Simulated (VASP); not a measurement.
# CdF2 (Fm-3m) in VASP: further runs

CdF2 is run at these levels: r2SCAN, HSE06; tasks: single point.

Everything below comes from runs of VASP 6.6.1. Logs are shortened: lines on timing, memory, paths and dates and some standing lists are left out, and cuts for length are marked.

### 1 The cell of the first run

The structure is cubic, space group Fm-3m (No. 225). The conventional cell has a = 5.365 Å, b = 5.365 Å, c = 5.365 Å, α = 90.00°, β = 90.00°, γ = 90.00°. Cd (site symmetry m-3m) has 8 F at 2.32 Å within 3.1 Å. Within 3.1 Å of F (site symmetry -43m) lie 4 Cd at 2.32 Å and 6 F at 2.68 Å.

### 2 Single point, r2SCAN

The input, POSCAR:

```
CdF2
1.0
    0.0000000000      2.6825809941      2.6825809941
    2.6825809941      0.0000000000      2.6825809941
    2.6825809941      2.6825809941      0.0000000000
Cd F
1 2
Direct
    0.0000000000      0.0000000000      0.0000000000
    0.2500000000      0.2500000000      0.2500000000
    0.7500000000      0.7500000000      0.7500000000
```

The input, INCAR.step1:

```
SYSTEM = CdF2
PREC = Accurate ; ENCUT = 770
ISMEAR = 0 ; SIGMA = 0.01
LREAL = .FALSE. ; LASPH = .TRUE.
NELM = 120 ; NBANDS = 24
GGA = PE ; ALGO = Normal
EDIFF = 1E-5 ; LWAVE = .TRUE.
LCHARG = .FALSE. ; GGA_COMPAT = .FALSE.
```

The input, INCAR.step2:

```
SYSTEM = CdF2
PREC = Accurate ; ENCUT = 770
EDIFF = 1E-6 ; ISMEAR = 0
SIGMA = 0.01 ; LREAL = .FALSE.
LASPH = .TRUE. ; NELM = 120
ALGO = Normal ; ISIF = 2
LWAVE = .FALSE. ; LCHARG = .FALSE.
METAGGA = R2SCAN ; LMIXTAU = .TRUE.
NBANDS = 24 ; ISTART = 1
GGA_COMPAT = .FALSE.
```

The input, KPOINTS:

```
Automatic mesh
0
G
  6 6 6
  0 0 0
```

Potentials or basis: VASP PAW PBE potentials, release 64 (Cd_sv_GW, F).

Started as:

```bash
$ cat potpaw_PBE.64/Cd_sv_GW/POTCAR potpaw_PBE.64/F/POTCAR > POTCAR
$ cp INCAR.step1 INCAR
$ mpirun -np 1 vasp_std > vasp.out
$ cp INCAR.step2 INCAR
$ mpirun -np 1 vasp_std > vasp.out
```

OUTCAR:

```text
SYSTEM = CdF2
   PREC = Accurate
   ENCUT = 770
   EDIFF = 1E-6
   ISMEAR = 0
   LREAL = .FALSE.
   LASPH = .TRUE.
   NELM = 120
   ISIF = 2
   METAGGA = R2SCAN
   ISTART = 1

 ion  position               nearest neighbor table
   1  0.000  0.000  0.000-
   2  0.250  0.250  0.250-
   3  0.750  0.750  0.750-

  LATTYP: Found a face centered cubic cell.
 ALAT       =     5.3651619882

  Lattice vectors:

 A1 = (   0.0000000000,   2.6825809941,   2.6825809941)
 A2 = (   2.6825809941,   0.0000000000,   2.6825809941)
 A3 = (   2.6825809941,   2.6825809941,   0.0000000000)

Analysis of symmetry for initial positions (statically):
=====================================================================
 Subroutine PRICEL returns:
 Original cell was already a primitive cell.

 Routine SETGRP: Setting up the symmetry group for a
 face centered cubic supercell.

 Subroutine GETGRP returns: Found 48 space group operations
 (whereof 48 operations were pure point group operations)
 out of a pool of 48 trial point group operations.

The static configuration has the point symmetry O_h .

Analysis of symmetry for dynamics (positions and initial velocities):
=====================================================================
 Subroutine PRICEL returns:
 Original cell was already a primitive cell.

 Routine SETGRP: Setting up the symmetry group for a
 face centered cubic supercell.

 Subroutine GETGRP returns: Found 48 space group operations
 (whereof 48 operations were pure point group operations)
 out of a pool of 48 trial point group operations.

The dynamic configuration has the point symmetry O_h .

 Subroutine INISYM returns: Found 48 space group operations
 (whereof 48 operations are pure point group operations),
 and found     1 'primitive' translations

----------------------------------------------------------------------------------------

                                     Primitive cell

  volume of cell :      38.6090

  direct lattice vectors                    reciprocal lattice vectors
     0.000000000  2.682580994  2.682580994    -0.186387662  0.186387662  0.186387662
     2.682580994  0.000000000  2.682580994     0.186387662 -0.186387662  0.186387662
     2.682580994  2.682580994  0.000000000     0.186387662  0.186387662 -0.186387662

  length of vectors
[... 72 lines left out ...]
   LASPH  =      T    aspherical Exc in radial PAW
   ENCUT  =  770.0 eV  56.59 Ry    7.52 a.u.   8.58  8.58  8.58*2*pi/ulx,y,z
   NELM   =    120;   NELMIN=  2; NELMDL=  0     # of ELM steps
   EDIFF  = 0.1E-05   stopping-criterion for ELM
   LREAL  =      F    real-space projection
   EDIFFG = 0.1E-04   stopping-criterion for IOM
   NSW    =      0    number of steps for IOM
   IBRION =     -1    ionic relax: 0-MD 1-quasi-New 2-CG
   NFREE  =      0    steps in history (QN), initial steepest desc. (CG)
   ISIF   =      2    stress and relaxation
   ISYM   =      2    0-nonsym 1-usesym 2-fastsym
   POTIM  = 0.5000    time-step for ionic-motion
   TEBEG  =    0.0;   TEEND  =   0.0 temperature during run
   PSTRESS=    0.0 pullay stress
   NELECT =      34.0000    total number of electrons
   NUPDOWN=      -1.0000    fix difference up-down
   EMIN   =  10.00;   EMAX   =-10.00  energy-range for DOS
   EFERMI =   0.00;   METHOD = LEGACY
   ISMEAR =     0;   SIGMA  =   0.01  broadening in eV -4-tet -1-fermi 0-gaus
   EFERMI_NEDOS =   21; number of points for ismear=-14 and -15
   IALGO  =     38    algorithm
   IMIX   =      4    mixing-type and parameters
     AMIX     =   0.40;   BMIX     =  1.00
     AMIX_MAG =   1.60;   BMIX_MAG =  1.00
  volume/ion in A,a.u.               =      12.87        86.85
  Fermi-wavevector in a.u.,A,eV,Ry     =   1.569176  2.965312 33.501802  2.462313
  Thomas-Fermi vector in A             =   2.671097
   LORBIT       =      0    0 simple, 1 ext, 2 COOP (PROOUT), +10 PAW based schemes
   METAGGA = R2SCAN    functional components
   LHFCALC =     F    Hartree Fock is set to
   AEXX    =    0.0000 exact exchange contribution
   IVDW    =     0    specifies the selected vdW correction
   LEPSILON=     F    determine dielectric tensor
   LRPA    =     F    only Hartree local field effects (RPA)
 non-spin polarized calculation
 Gauss-broadening in eV      SIGMA  =   0.01
  energy-cutoff  :      770.00
  volume of cell :       38.61
 maximum number of plane-waves:      1895
 NGX is ok and might be reduce to    36
   NGX = 17   NGY = 17   NGZ = 17

 number of electron      33.9999995 magnetization

 Free energy of the ion-electron system (eV)
  ---------------------------------------------------
  ext. energy  EPLUGINS =         0.00000000
  ---------------------------------------------------
  free energy    TOTEN  =       -33.84331288 eV

  energy without entropy =      -33.84331288  energy(sigma->0) =      -33.84331288

 E-fermi :   0.3294     XC(G=0): -11.2834

 val. band max:        0.1728310761   @ k =  -0.3333   0.5000   0.1667
 cond. band min:       4.0294063888   @ k =   0.0000   0.0000   0.0000
 fundamental gap:      3.8565753127
 Fermi energy:         0.3294006480

 k-point     1 :       0.0000    0.0000    0.0000
  band No.  band energies     occupation
      1    -100.7604      2.00000
      2     -60.9604      2.00000
      3     -60.9604      2.00000
      4     -60.9604      2.00000
      5     -21.8013      2.00000
      6     -20.7074      2.00000
[... 421 lines left out ...]
     23      21.3678      0.00000
     24      21.9902      0.00000

------------------------ aborting loop because EDIFF is reached ----------------------------------------

  FORCE on cell =-STRESS in cart. coord.  units (eV):
  Direction    XX          YY          ZZ          XY          YZ          ZX
  --------------------------------------------------------------------------------------
  -------------------------------------------------------------------------------------
  Total        0.2620905      0.2620905      0.2620905     -0.0000000     -0.0000000      0.0000000
  in kB       10.8761044     10.8761044     10.8761044     -0.0000000     -0.0000000      0.0000000
  external PRESSURE =      10.8761044 kB  Pullay stress =       0.0000000 kB

 VOLUME and BASIS-vectors are now :
 -----------------------------------------------------------------------------
  energy-cutoff  :      770.00
  volume of cell :       38.61
      direct lattice vectors                 reciprocal lattice vectors
     0.000000000  2.682580994  2.682580994    -0.186387662  0.186387662  0.186387662
     2.682580994  0.000000000  2.682580994     0.186387662 -0.186387662  0.186387662
     2.682580994  2.682580994  0.000000000     0.186387662  0.186387662 -0.186387662

 POSITION                                       TOTAL-FORCE (eV/Angst)
 -----------------------------------------------------------------------------------
      0.00000      0.00000      0.00000        -0.000000     -0.000000     -0.000000
      1.34129      1.34129      1.34129         0.000000      0.000000      0.000000
      4.02387      4.02387      4.02387        -0.000000     -0.000000     -0.000000
 -----------------------------------------------------------------------------------
    total drift:                               -0.000000      0.000000      0.000000

  FREE ENERGIE OF THE ION-ELECTRON SYSTEM (eV)
  ---------------------------------------------------
  free  energy   TOTEN  =       -33.8433128836 eV

  energy  without entropy=      -33.8433128836  energy(sigma->0) =      -33.84331288
```

Run time: 93 s. Hardware: 1 thread of Intel Xeon 6975P-C (Granite Rapids), shared host; peak memory 0.22 GiB.

Results:

* Free energy: -33.8433 eV
* Pressure: 1.1 GPa
* Band gap on the k mesh: 3.86 eV (least direct gap 4.34 eV)

Levels at points of the mesh, in eV from the valence-band top:
```
           k point  band 14  band 15  band 16  band 17  band 18  band 19  band 20  band 21
(0.00, 0.00, 0.00)    -1.00    -0.48    -0.48    -0.48     3.86    13.70    13.70    13.70
(0.50, 0.00, 0.00)    -1.87    -1.87    -0.38    -0.38     8.14     9.76    15.75    15.75
(0.50, 0.50, 0.00)    -3.01    -0.53    -0.07    -0.07     9.04    10.67    12.26    15.45
```

Caveat: the PAW data sets were made with another functional, which shifts forces and pressure a little. A k mesh can miss the band edges.

### 3 Single point, HSE06

POSCAR is that of step 2.

The input, INCAR.step1:

```
SYSTEM = CdF2
  PREC = Accurate
  ENCUT = 520
  EDIFF = 1E-5
  ISMEAR = 0
  SIGMA = 0.01
  LREAL = .FALSE.
  LASPH = .TRUE.
  NELM = 120
  ALGO = Normal
  ISIF = 2
  LWAVE = .TRUE.
  GGA = PE
  NBANDS = 24
  GGA_COMPAT = .FALSE.
```

The input, INCAR.step2:

```
SYSTEM = CdF2
  PREC = Accurate
  ENCUT = 520
  EDIFF = 1E-6
  ISMEAR = 0
  SIGMA = 0.01
  LREAL = .FALSE.
  LASPH = .TRUE.
  NELM = 120
  ALGO = Normal
  ISIF = 2
  LWAVE = .FALSE.
  LCHARG = .TRUE.
  GGA = PE
  LHFCALC = .TRUE.
  HFSCREEN = 0.2079
  PRECFOCK = Normal
  LELF = .TRUE.
  LVHAR = .TRUE.
  ISTART = 1
  NBANDS = 24
  GGA_COMPAT = .FALSE.
```

The input, KPOINTS:

```
Automatic mesh
0
G
  4 4 4
  0 0 0
```

Potentials or basis: VASP PAW PBE potentials, release 64 (Cd_sv_GW, F).

Started as:

```bash
$ cat potpaw_PBE.64/Cd_sv_GW/POTCAR potpaw_PBE.64/F/POTCAR > POTCAR
$ cp INCAR.step1 INCAR
$ mpirun -np 1 vasp_std > vasp.out
$ cp INCAR.step2 INCAR
$ mpirun -np 1 vasp_std > vasp.out
```

Wall time 11 min (1 thread of Intel Xeon Platinum 8559C (Emerald Rapids), shared host); peak memory 0.28 GiB.

The run converged. Its results:

| Property | Result |
| --- | --- |
| Free energy | -14.4736 eV |
| Pressure | 1.5 GPa |
| Band gap on the k mesh | 5.24 eV (least direct gap 5.81 eV) |

Levels at points of the mesh, in eV from the valence-band top:
```csv
k point,band 15,band 16,band 17,band 18,band 19,band 20
"(0.00, 0.00, 0.00)",-0.57,-0.57,-0.57,5.24,15.04,15.04
"(0.50, 0.00, 0.00)",-1.98,-0.45,-0.45,9.63,11.28,17.13
"(0.50, 0.50, 0.00)",-0.57,-0.10,-0.10,10.56,11.98,13.93
```

Caveat: the k points lie up to 0.51 Å⁻¹ apart; the PAW data sets were made with another functional, which shifts forces and pressure a little.
